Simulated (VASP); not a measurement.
# P in VASP: a series of runs

The runs below take P through single point, with PBE+D3(BJ).

Program: VASP 6.6.1. These are calculated values, not measurements. Logs are shortened: lines on timing, memory, paths and dates and some standing lists are left out, and cuts for length are marked.

## (1) The cell of the first run

The cell holds a slab with vacuum, 8 atoms: a = 3.296 Å, b = 4.439 Å, c = 21.746 Å, α = 90.00°, β = 90.00°, γ = 90.00°.

## (2) Single point, PBE+D3(BJ) (layers slid over each other)

Contents of INCAR:

```
SYSTEM = P
ALGO = Normal ; DIPOL = 0.5 0.5 0.390
EDIFF = 1E-6 ; ENCUT = 520
GGA = PE ; IDIPOL = 3
ISIF = 2 ; ISMEAR = 0
IVDW = 12 ; LASPH = .True.
LCHARG = .True. ; LDIPOL = .True.
LELF = .True. ; LREAL = .False.
LVACPOTAV = .True. ; LVHAR = .True.
LWAVE = .False. ; NBANDS = 30
NELM = 60 ; PREC = Accurate
SIGMA = 0.05
```

Contents of KPOINTS:

```
k-points
0
Gamma
  8 6 1
  0 0 0
```

Contents of POSCAR:

```
P
1.0
    3.2961869629      0.0000000000      0.0000000000
    0.0000000000      4.4391557027      0.0000000000
    0.0000000000      0.0000000000     21.7461973615
P
8
Direct
    0.5000000000      0.9174951453      0.2069327306
    0.0000000000      0.5825048547      0.2069327306
    0.5000000000      0.0825048547      0.3045635322
    0.0000000000      0.4174951453      0.3045635322
    0.8750000000      0.3325048547      0.4751680723
    1.3750000000      0.6674951453      0.4751680723
    0.8750000000      1.1674951453      0.5727988740
    1.3750000000      0.8325048547      0.5727988740
```

Potentials or basis: VASP PAW PBE potentials, release 64 (P).

Command:

```console
$ cat potpaw_PBE.64/P/POTCAR > POTCAR
$ mpirun -np 1 vasp_std > vasp.out
```

OUTCAR:

```text
SYSTEM = P
   EDIFF = 1E-6
   ENCUT = 520
   GGA = PE
   ISIF = 2
   ISMEAR = 0
   IVDW = 12
   LASPH = .True.
   LREAL = .False.
   NELM = 60
   PREC = Accurate
 IVDW          = 12

 ion  position               nearest neighbor table
   1  0.500  0.917  0.207-   2 2.22   2 2.22   3 2.25
   2  0.000  0.583  0.207-   1 2.22   1 2.22   4 2.25
   3  0.500  0.083  0.305-   4 2.22   4 2.22   1 2.25
   4  0.000  0.417  0.305-   3 2.22   3 2.22   2 2.25
   5  0.875  0.333  0.475-   6 2.22   6 2.22   7 2.25
   6  0.375  0.667  0.475-   5 2.22   5 2.22   8 2.25
   7  0.875  0.167  0.573-   8 2.22   8 2.22   5 2.25
   8  0.375  0.833  0.573-   7 2.22   7 2.22   6 2.25

  LATTYP: Found a simple orthorhombic cell.
 ALAT       =     3.2961869629
 B/A-ratio  =     1.3467548269
 C/A-ratio  =     6.5973798229

  Lattice vectors:

 A1 = (   3.2961869629,   0.0000000000,   0.0000000000)
 A2 = (   0.0000000000,   4.4391557027,   0.0000000000)
 A3 = (   0.0000000000,   0.0000000000,  21.7461973615)

Analysis of symmetry for initial positions (statically):
=====================================================================
 Subroutine PRICEL returns:
 Original cell was already a primitive cell.

 Routine SETGRP: Setting up the symmetry group for a
 simple orthorhombic supercell.

 Subroutine GETGRP returns: Found  2 space group operations
 (whereof  1 operations were pure point group operations)
 out of a pool of  8 trial point group operations.

The static configuration has the point symmetry C_1 .
 The point group associated with its full space group is S_2 .

Analysis of symmetry for dynamics (positions and initial velocities):
=====================================================================
 Subroutine PRICEL returns:
 Original cell was already a primitive cell.

 Routine SETGRP: Setting up the symmetry group for a
 simple orthorhombic supercell.

 Subroutine GETGRP returns: Found  2 space group operations
 (whereof  1 operations were pure point group operations)
 out of a pool of  8 trial point group operations.

The dynamic configuration has the point symmetry C_1 .
 The point group associated with its full space group is S_2 .

 Subroutine INISYM returns: Found  2 space group operations
 (whereof  1 operations are pure point group operations),
 and found     1 'primitive' translations

----------------------------------------------------------------------------------------

                                     Primitive cell

  volume of cell :     318.1966

  direct lattice vectors                    reciprocal lattice vectors
     3.296186963  0.000000000  0.000000000     0.303380849  0.000000000  0.000000000
     0.000000000  4.439155703  0.000000000     0.000000000  0.225268062  0.000000000
     0.000000000  0.000000000 21.746197361     0.000000000  0.000000000  0.045985051

  length of vectors
     3.296186963  4.439155703 21.746197361     0.303380849  0.225268062  0.045985051

  position of ions in fractional coordinates (direct lattice)
     0.500000000  0.917495145  0.206932731
     0.000000000  0.582504855  0.206932731
     0.500000000  0.082504855  0.304563532
     0.000000000  0.417495145  0.304563532
     0.875000000  0.332504855  0.475168072
     0.375000000  0.667495145  0.475168072
     0.875000000  0.167495145  0.572798874
     0.375000000  0.832504855  0.572798874

  ion indices of the primitive-cell ions
   primitive index   ion index
                 1           1
                 2           2
                 3           3
                 4           4
                 5           5
                 6           6
                 7           7
                 8           8

----------------------------------------------------------------------------------------

 KPOINTS: k-points

Automatic generation of k-mesh.
 Grid dimensions read from file:
 generate k-points for:    8    6    1

 Generating k-lattice:

  Cartesian coordinates                     Fractional coordinates (reciprocal lattice)
     0.037922606  0.000000000  0.000000000     0.125000000  0.000000000  0.000000000
     0.000000000  0.037544677  0.000000000     0.000000000  0.166666667  0.000000000
     0.000000000  0.000000000  0.045985051     0.000000000  0.000000000  1.000000000

  Length of vectors
     0.037922606  0.037544677  0.045985051

  Shift w.r.t. Gamma in fractional coordinates (k-lattice)
     0.000000000  0.000000000  0.000000000

 Subroutine IBZKPT returns following result:
 ===========================================

 Found     26 irreducible k-points:

 Following reciprocal coordinates:
            Coordinates               Weight
  0.000000  0.000000  0.000000      1.000000
  0.125000  0.000000  0.000000      2.000000
  0.250000  0.000000  0.000000      2.000000
  0.375000  0.000000  0.000000      2.000000
  0.500000  0.000000  0.000000      1.000000
  0.000000  0.166667  0.000000      2.000000
[... 16 lines left out ...]
  0.125000  0.500000  0.000000      2.000000
  0.250000  0.500000  0.000000      2.000000
 [... further k-points ...]
   k-points           NKPTS =     26   k-points in BZ     NKDIM =     26   number of bands    NBANDS=     30
   number of dos      NEDOS =    301   number of ions     NIONS =      8
   total plane-waves  NPLWV = 163296
   dimension x,y,z NGX =    28 NGY =   36 NGZ =  162
   dimension x,y,z NGXF=    56 NGYF=   72 NGZF=  324
   ions per type =               8
   NGX,Y,Z   is equivalent  to a cutoff of  14.12, 13.48, 12.38 a.u.
   NGXF,Y,Z  is equivalent  to a cutoff of  28.24, 26.96, 24.77 a.u.
 SYSTEM =  P
   PREC   = accura    normal or accurate (medium, high low for compatibility)
   ISTART =      0    job   : 0-new  1-cont  2-samecut
   ICHARG =      2    charge: 1-file 2-atom 10-const
   ISPIN  =      1    spin polarized calculation?
   LNONCOLLINEAR =      F non collinear calculations
   LSORBIT =      F    spin-orbit coupling
   LASPH  =      T    aspherical Exc in radial PAW
   ENCUT  =  520.0 eV  38.22 Ry    6.18 a.u.   6.13  8.25 40.43*2*pi/ulx,y,z
   NELM   =     60;   NELMIN=  2; NELMDL= -5     # of ELM steps
   EDIFF  = 0.1E-05   stopping-criterion for ELM
   LREAL  =      F    real-space projection
   EDIFFG = 0.1E-04   stopping-criterion for IOM
   NSW    =      0    number of steps for IOM
   IBRION =     -1    ionic relax: 0-MD 1-quasi-New 2-CG
   NFREE  =      0    steps in history (QN), initial steepest desc. (CG)
   ISIF   =      2    stress and relaxation
   ISYM   =      2    0-nonsym 1-usesym 2-fastsym
   POTIM  = 0.5000    time-step for ionic-motion
   TEBEG  =    0.0;   TEEND  =   0.0 temperature during run
   PSTRESS=    0.0 pullay stress
   NELECT =      40.0000    total number of electrons
   NUPDOWN=      -1.0000    fix difference up-down
   EMIN   =  10.00;   EMAX   =-10.00  energy-range for DOS
   EFERMI =   0.00;   METHOD = LEGACY
   ISMEAR =     0;   SIGMA  =   0.05  broadening in eV -4-tet -1-fermi 0-gaus
   EFERMI_NEDOS =   21; number of points for ismear=-14 and -15
   IALGO  =     38    algorithm
   IMIX   =      4    mixing-type and parameters
     AMIX     =   0.40;   BMIX     =  1.00
     AMIX_MAG =   1.60;   BMIX_MAG =  1.00
  volume/ion in A,a.u.               =      39.77       268.41
  Fermi-wavevector in a.u.,A,eV,Ry     =   0.820093  1.549751  9.150627  0.672552
  Thomas-Fermi vector in A             =   1.931014
   LORBIT       =      0    0 simple, 1 ext, 2 COOP (PROOUT), +10 PAW based schemes
   GGA     = PE    functional components
   LHFCALC =     F    Hartree Fock is set to
   AEXX    =    0.0000 exact exchange contribution
   IVDW    =    12    specifies the selected vdW correction
   LEPSILON=     F    determine dielectric tensor
   LRPA    =     F    only Hartree local field effects (RPA)
 non-spin polarized calculation
 Gauss-broadening in eV      SIGMA  =   0.05
  energy-cutoff  :      520.00
  volume of cell :      318.20
 maximum number of plane-waves:      8606
 NGX is ok and might be reduce to    28
   NGX = 13   NGY = 17   NGZ = 81

 dipolmoment           0.000000      0.000000      0.000021 electrons x Angstroem

 number of electron      39.9999998 magnetization

 dipolmoment           0.000000      0.000000     -0.000001 electrons x Angstroem

 Free energy of the ion-electron system (eV)
  ---------------------------------------------------
  ext. energy  EPLUGINS =         0.00000000
  ---------------------------------------------------
  free energy    TOTEN  =       -42.92777225 eV

  energy without entropy =      -42.92777225  energy(sigma->0) =      -42.92777225

 E-fermi :   0.5769     XC(G=0):  -5.3101

 val. band max:        0.3118081722   @ k =   0.0000   0.0000   0.0000
 cond. band min:       0.8549294284   @ k =   0.0000   0.0000   0.0000
 fundamental gap:      0.5431212562
 Fermi energy:         0.5769217955

 k-point     1 :       0.0000    0.0000    0.0000
  band No.  band energies     occupation
      1     -14.8405      2.00000
      2     -14.8007      2.00000
      3     -12.2659      2.00000
      4     -12.1555      2.00000
      5      -8.6957      2.00000
      6      -8.6928      2.00000
[... 22 lines left out ...]
     29       4.6575      0.00000
     30       4.7996      0.00000

 k-point     2 :       0.1250    0.0000    0.0000
  band No.  band energies     occupation
      1     -14.6535      2.00000
      2     -14.6140      2.00000
      3     -12.0712      2.00000
      4     -11.9611      2.00000
      5      -8.8166      2.00000
      6      -8.8103      2.00000
[... 22 lines left out ...]
     29       4.8550      0.00000
     30       4.9878      0.00000

 k-point     3 :       0.2500    0.0000    0.0000
  band No.  band energies     occupation
      1     -14.0981      2.00000
      2     -14.0594      2.00000
      3     -11.4900      2.00000
      4     -11.3806      2.00000
      5      -9.4143      2.00000
      6      -9.3975      2.00000
[... 22 lines left out ...]
     29       4.9745      0.00000
     30       4.9835      0.00000

 k-point     4 :       0.3750    0.0000    0.0000
  band No.  band energies     occupation
      1     -13.1946      2.00000
      2     -13.1577      2.00000
      3     -10.6218      2.00000
      4     -10.5938      2.00000
      5     -10.5310      2.00000
      6     -10.4234      2.00000
[... 22 lines left out ...]
     29       3.5705      0.00000
     30       3.6132      0.00000

 k-point     5 :       0.5000    0.0000    0.0000
  band No.  band energies     occupation
      1     -11.9975      2.00000
      2     -11.9883      2.00000
      3     -11.9598      2.00000
      4     -11.9584      2.00000
      5      -9.2267      2.00000
      6      -9.2049      2.00000
[... 22 lines left out ...]
     29       3.5216      0.00000
     30       3.7447      0.00000
[... 526 lines left out ...]
     29       5.4787      0.00000
     30       5.4941      0.00000

 k-point    22 :       0.0000    0.5000    0.0000
  band No.  band energies     occupation
      1     -13.6356      2.00000
      2     -13.5867      2.00000
      3     -13.5833      2.00000
      4     -13.5593      2.00000
      5      -8.3544      2.00000
      6      -8.3230      2.00000
[... 22 lines left out ...]
     29       3.8262      0.00000
     30       3.8377      0.00000

 k-point    23 :       0.1250    0.5000    0.0000
  band No.  band energies     occupation
      1     -13.4562      2.00000
      2     -13.4080      2.00000
      3     -13.4045      2.00000
      4     -13.3809      2.00000
      5      -8.2658      2.00000
      6      -8.2334      2.00000
[... 22 lines left out ...]
     29       4.3988      0.00000
     30       4.4280      0.00000

 k-point    24 :       0.2500    0.5000    0.0000
  band No.  band energies     occupation
      1     -12.9333      2.00000
      2     -12.8873      2.00000
      3     -12.8837      2.00000
      4     -12.8617      2.00000
      5      -8.2061      2.00000
      6      -8.1705      2.00000
[... 22 lines left out ...]
     29       5.9098      0.00000
     30       5.9313      0.00000

 [... further k-points ...]

------------------------ aborting loop because EDIFF is reached ----------------------------------------

 Edisp (eV)   -2.28220

 E8    (eV) :    -0.8934

  FORCE on cell =-STRESS in cart. coord.  units (eV):
  Direction    XX          YY          ZZ          XY          YZ          ZX
  --------------------------------------------------------------------------------------
  -------------------------------------------------------------------------------------
  Total      -0.62098    -0.68671    -1.21586     0.01800    -0.08680     0.03500
  in kB      -3.12674    -3.45773    -6.12209     0.09064    -0.43705     0.17625
  external pressure =       -4.24 kB  Pullay stress =        0.00 kB

 VOLUME and BASIS-vectors are now :
 -----------------------------------------------------------------------------
  energy-cutoff  :      520.00
  volume of cell :      318.20
      direct lattice vectors                 reciprocal lattice vectors
     3.296186963  0.000000000  0.000000000     0.303380849  0.000000000  0.000000000
     0.000000000  4.439155703  0.000000000     0.000000000  0.225268062  0.000000000
     0.000000000  0.000000000 21.746197361     0.000000000  0.000000000  0.045985051

 POSITION                                       TOTAL-FORCE (eV/Angst)
 -----------------------------------------------------------------------------------
      1.64809      4.07290      4.50000        -0.002515     -0.025669      0.019319
      0.00000      2.58583      4.50000         0.001139      0.050898      0.057125
      1.64809      0.36625      6.62310        -0.000581     -0.007121      0.068345
      0.00000      1.85333      6.62310        -0.005906     -0.023476      0.081473
      2.88416      1.47604     10.33310         0.005906      0.023476     -0.081473
      1.23607      2.96311     10.33310         0.000581      0.007121     -0.068345
      2.88416      0.74354     12.45620        -0.001139     -0.050898     -0.057125
      1.23607      3.69562     12.45620         0.002515      0.025669     -0.019319
 -----------------------------------------------------------------------------------
    total drift:                               -0.000000     -0.000000      0.000001

  FREE ENERGIE OF THE ION-ELECTRON SYSTEM (eV)
  ---------------------------------------------------
  free  energy   TOTEN  =       -45.2099747763 eV

  energy  without entropy=      -45.2099747763  energy(sigma->0) =      -45.20997478

 vacuum level on the upper side and lower side of the slab         5.253         5.253
```

Wall time 10 min (1 thread of Intel Xeon 8259CL, shared host); peak memory 0.46 GiB.

Results:

| Item | Value |
| --- | --- |
| Free energy | -45.2100 eV |
| Largest force | 0.085 eV/Å |
| Band gap on the k mesh | 0.54 eV |
| Dispersion energy per atom | -0.285 eV |

Forces in eV/Å, atoms in the order of the input:
```
P   -0.003 -0.026  0.019
P    0.001  0.051  0.057
P   -0.001 -0.007  0.068
P   -0.006 -0.023  0.081
P    0.006  0.023 -0.081
P    0.001  0.007 -0.068
P   -0.001 -0.051 -0.057
P    0.003  0.026 -0.019
```

Levels at points of the mesh, in eV from the valence-band top:
```csv
k point,band 17,band 18,band 19,band 20,band 21,band 22,band 23,band 24
"(0.00, 0.00, 0.00)",-1.73,-1.66,-0.07,0.00,0.54,1.25,1.55,1.63
"(0.50, 0.00, 0.00)",-2.24,-2.14,-1.89,-1.81,1.22,1.24,1.37,1.37
"(0.00, 0.50, 0.00)",-1.13,-1.03,-1.00,-0.88,2.03,2.11,2.13,2.20
"(0.50, 0.50, 0.00)",-1.54,-1.42,-1.22,-1.07,2.07,2.29,2.60,2.76
```

Caveat: the cell differs from its parent crystal (layers slid over each other).

[end of part 1 of 2]
